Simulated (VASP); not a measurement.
A run of VASP 6.6.1:

POSCAR

```
CdSe
1.0
    0.0000000000      3.1269791076      3.1269791076
    3.1269791076      0.0000000000      3.1269791076
    3.1269791076      3.1269791076      0.0000000000
Cd Se
1 1
Direct
    0.0000000000      0.0000000000      0.0000000000
    0.7500000000      0.7500000000      0.7500000000
```

The input INCAR.step1:

```
SYSTEM = CdSe
PREC     = Accurate       ! precision mode
ENCUT    = 520            ! plane-wave cutoff, eV
ISMEAR   = 0              ! smearing method
SIGMA    = 0.05           ! smearing width, eV
LREAL    = .FALSE.        ! projectors in reciprocal space
LASPH    = .TRUE.         ! aspherical terms in the spheres
NELM     = 100            ! most SCF steps
NBANDS   = 16             ! bands
GGA      = PE             ! functional
ALGO     = Normal         ! electronic algorithm
EDIFF    = 1E-4           ! SCF threshold, eV
LWAVE    = .TRUE.         ! write WAVECAR
LCHARG   = .FALSE.        ! write CHGCAR
```

File INCAR.step2:

```
SYSTEM = CdSe
PREC     = Accurate       ! precision mode
ENCUT    = 520            ! plane-wave cutoff, eV
EDIFF    = 1E-6           ! SCF threshold, eV
ISMEAR   = 0              ! smearing method
SIGMA    = 0.05           ! smearing width, eV
LREAL    = .FALSE.        ! projectors in reciprocal space
LASPH    = .TRUE.         ! aspherical terms in the spheres
NELM     = 100            ! most SCF steps
ALGO     = Normal         ! electronic algorithm
ISIF     = 2              ! what is computed and relaxed
LWAVE    = .FALSE.        ! write WAVECAR
LCHARG   = .TRUE.         ! write CHGCAR
METAGGA  = R2SCAN         ! meta-GGA
LMIXTAU  = .TRUE.       
LELF     = .TRUE.         ! ELF
LVHAR    = .TRUE.       
NBANDS   = 16             ! bands
ISTART   = 1
```

KPOINTS

```
Automatic mesh
0
G
  10 10 10
  0 0 0
```

Potentials or basis: VASP PAW PBE potentials, release 64 (Cd, Se).

Command:

```console
$ cat potpaw_PBE.64/Cd/POTCAR potpaw_PBE.64/Se/POTCAR > POTCAR
$ cp INCAR.step1 INCAR
$ mpirun -np 1 vasp_std > vasp.out
$ cp INCAR.step2 INCAR
$ mpirun -np 1 vasp_std > vasp.out
```

Hardware: 1 thread of AMD EPYC 7R13 Processor (Zen 3), with other jobs on the host.

How long does it take, and how much memory?

Run time: 3.1 min on 1 thread of AMD EPYC 7R13 Processor (Zen 3), on a shared host, peak memory 0.21 GiB. Counts: k points 47.
